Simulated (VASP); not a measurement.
The system is NbZn3.

```
CELL_PARAMETERS angstrom
3.93400 0.00000 0.00000
0.00000 3.93400 0.00000
0.00000 0.00000 3.93400
ATOMIC_POSITIONS crystal
Nb 0.00000 0.00000 0.00000
Zn 0.00000 0.50000 0.50000
Zn 0.50000 0.00000 0.50000
Zn 0.50000 0.50000 0.00000
```

Base run:

| Item | Value |
| --- | --- |
| Program | VASP 6.6.1 |
| Functional | PBEsol |
| Potentials or basis | VASP PAW PBE potentials, release 64 (Nb_sv, Zn) |
| Cutoff | 520 eV |
| k mesh | 5 × 5 × 5 |
| Occupations | fermi-dirac, width 0.1 eV |
| Spin | no spin polarisation |

Its results: pressure -5.1 GPa.

The run is repeated on the same cell with these changes: functional from PBEsol to BLYP. What comes out?

Pressure 7.1 GPa.

BLYP binds less tightly than PBEsol, so the same cell stands under more pressure.

Caveats: the PAW data sets were made with another functional, which shifts forces and pressure a little.
